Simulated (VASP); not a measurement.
**I: single point with PBEsol+D4**

The system is I.

```
CELL_PARAMETERS angstrom
3.55392 -2.17225 0.00000
3.55392 2.17225 0.00000
0.00000 0.00000 9.53078
ATOMIC_POSITIONS crystal
I 0.67844 0.32156 0.37705
I 0.17844 0.82156 0.12295
I 0.32156 0.67844 0.62295
I 0.82156 0.17844 0.87705
```

```json
{"Program": "VASP 6.6.1", "Task": "single point", "Functional": "PBEsol", "Dispersion": "D4", "Potentials or basis": "VASP PAW PBE potentials, release 64 (I)", "Cutoff": "520 eV", "k mesh": "7 × 7 × 3", "Occupations": "fermi-dirac, width 0.05 eV", "Spin": "no spin polarisation"}
```

```json
{
  "Pressure": "0.0 GPa",
  "Band gap on the k mesh": "0.75 eV (least direct gap 1.11 eV)",
  "Dispersion energy per atom": "-0.225 eV"
}
```

Levels at points of the mesh, in eV from the valence-band top:
```csv
k point,band 10,band 11,band 12,band 13,band 14,band 15,band 16,band 17,band 18,band 19
"(0.00, 0.00, 0.00)",-1.29,-0.96,-0.86,-0.38,0.00,1.18,2.01,4.39,5.16,5.58
```

It took 55 s on 1 thread of AMD EPYC 9R45 96-Core Processor (Zen 5), with other jobs on the host, peak memory 0.24 GiB.

Caveat: semilocal functionals underestimate gaps, and a narrow one can read as zero; the PAW data sets were made with another functional, which shifts forces and pressure a little; spin-orbit coupling is left out, which moves the levels of the heavy elements. A k mesh can miss the band edges.
